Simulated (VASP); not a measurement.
## Ru: single point with r2SCAN

Ru:

```
Ru
1.0
     0.00000    1.89229    1.89229
     1.89229    0.00000    1.89229
     1.89229    1.89229    0.00000
Ru
1
Direct
  0.00000 0.00000 0.00000
```

This isn't the form of Ru at room conditions, which is hcp.

```yaml
Program: VASP 6.6.1
Task: single point
Functional: r2SCAN
Potentials_or_basis: VASP PAW PBE potentials, release 64 (Ru_sv)
Cutoff: 620 eV
k_mesh: 18 × 18 × 18
Occupations: gaussian, width 0.1 eV
Spin: no spin polarisation
Dipole_correction: no
Further_INCAR_settings: ALGO = Normal; EDIFF = 1e-06; NBANDS = 14
```

The pressure is 0.1 GPa and the band gap on the k mesh is zero (bands 8 and 9 overlap by 3.60 eV).

Levels at points of the mesh, in eV from the Fermi level:
```
           k point  band 5  band 6  band 7  band 8  band 9  band 10  band 11  band 12
(0.00, 0.00, 0.00)   -8.22   -2.64   -2.64   -2.64   -0.10    -0.10    15.64    21.71
(0.50, 0.00, 0.00)   -6.32   -2.78   -2.78    1.12    1.86     1.86    10.63    15.29
(0.50, 0.50, 0.00)   -6.65   -6.16    1.80    2.41    2.41     3.87    14.18    14.18
```

It took 110 s on 1 thread of Intel(R) Xeon(R) Platinum 8175M CPU @ 2.50GHz (Skylake/Cascade Lake), with other jobs on the host, peak memory 0.18 GiB.

Caveat: the PAW data sets were made with another functional, which shifts forces and pressure a little.
